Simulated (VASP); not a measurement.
# TaN: single point with PBE

The system is TaN.

```
Ta N
1.0
     2.98681    0.00000    0.00000
    -1.49340    2.58665    0.00000
     0.00000    0.00000    6.52409
Ta N
2 2
Direct
  0.33333 0.66667 0.03049
  0.66667 0.33333 0.53049
  0.33333 0.66667 0.35451
  0.66667 0.33333 0.85451
```

This cell differs from its parent crystal: volume 12.601 Å^3 an atom, c/a of the conventional cell 2.1843.

```json
{
  "Program": "VASP 6.6.1",
  "Task": "single point",
  "Functional": "PBE",
  "Potentials or basis": "VASP PAW PBE potentials, release 64 (Ta_pv, N)",
  "Cutoff": "520 eV",
  "k mesh": "18 × 18 × 8",
  "Occupations": "gaussian, width 0.15 eV",
  "Spin": "no spin polarisation"
}
```

```yaml
Pressure: 8.1 GPa
Largest_force: 1.833 eV/Å
```

Forces in eV/Å, atoms in the order of the input:
```
Ta   0.000  0.000  1.833
Ta   0.000  0.000  1.833
N    0.000  0.000 -1.833
N    0.000  0.000 -1.833
```

Stress tensor (GPa, compression positive):
```
 22.58   0.00   0.00
  0.00  22.58   0.00
  0.00   0.00 -20.92
```

Levels at points of the mesh, in eV from the Fermi level:
```
           k point  band 13  band 14  band 15  band 16  band 17  band 18  band 19  band 20
(0.00, 0.00, 0.00)    -3.88    -3.88    -0.90    -0.29     0.84     0.84     2.36     2.36
(0.50, 0.00, 0.00)    -4.41    -3.23    -2.20    -0.36     0.90     2.14     3.44     4.60
(0.00, 0.00, 0.50)    -4.19    -4.19    -0.09    -0.09     1.43     1.43     1.43     1.43
(0.50, 0.00, 0.50)    -4.07    -4.07    -1.10    -1.10     1.40     1.40     4.34     4.34
```

Run time: 65 s on 1 thread of Intel(R) Xeon(R) 6975P-C (Granite Rapids), with other jobs on the host, peak memory 0.32 GiB.

Caveat: spin-orbit coupling is left out, which moves the levels of the heavy elements; forces of over 1 eV/Å act on the atoms, so gaps and moduli don't describe the material at rest.
